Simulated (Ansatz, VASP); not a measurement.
# Ni: VASP beside Ansatz

```xyz
2
Lattice="0.0000 2.4866 2.4866 2.4866 0.0000 2.4866 2.4866 2.4866 0.0000" Properties=species:S:1:pos:R:3 pbc="T T T"
Ni    0.6217    0.6217    0.6217
Ni    4.3516    4.3516    4.3516
```

Alike in both runs: task single point; functional BLYP; k mesh 12 × 12 × 12; occupations fermi-dirac, width 0.05 eV; collinear spin.

|  | VASP | Ansatz |
| --- | --- | --- |
| version | VASP 6.6.1 | Ansatz 0.2.0 |
| potentials or method | VASP PAW PBE potentials, release 64 (Ni), cutoff 520 eV | plane waves (420 eV) with PAW, scalar-relativistic |
| valence electrons in the cell | 20 | 36 |

|  | VASP | Ansatz | Ansatz less VASP |
| --- | --- | --- | --- |
| pressure (GPa) | 13.6 | 13.4 | -0.13 |
| net moment per atom (μB) | 0.75 | 0.76 | +0.013 |
| size of the moment on the site where the two differ most (μB) | 0.75 | 0.79 | +0.045 |

VASP's potentials were made for PBE, not for BLYP. Site moments also hang on the region over which each program counts them. VASP's potentials hold 20 valence electrons a cell and Ansatz's 36, so a difference there can come from the potentials and not from the codes.
